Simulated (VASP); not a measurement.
Pb, 2 atoms in the cell. Symmetry: C2/m, No. 12, monoclinic system. Conventional cell: a = 5.420 Å, b = 3.158 Å, c = 3.189 Å, α = 90.00°, β = 125.53°, γ = 90.00°. Within 4.1 Å of Pb (site symmetry 2/m) lie 12 Pb at 3.14 to 3.19 Å. 

```yaml
Program: VASP 6.6.1
Task: single point
Functional: PBEsol
Potentials_or_basis: VASP PAW PBE potentials, release 64 (Pb_d)
Cutoff: 520 eV
k_mesh: 9 × 9 × 5
Occupations: fermi-dirac, width 0.05 eV
Spin: no spin polarisation
Dipole_correction: no
Further_INCAR_settings: ALGO = Normal; EDIFF = 1e-06; NBANDS = 21
```

Potentials or basis: VASP PAW PBE potentials, release 64 (Pb_d).

Run with:

```console
$ cat potpaw_PBE.64/Pb_d/POTCAR > POTCAR
$ mpirun -np 1 vasp_std > vasp.out
```

Hardware: 1 thread of AMD EPYC 7R43 64-Core Processor (Zen 3) (shared host).

Q: Estimate the wall time of this run.

A: It took 80 s on 1 thread of AMD EPYC 7R43 64-Core Processor (Zen 3) (shared host), peak memory 0.19 GiB. Counts: scf iterations 11, k points 115.
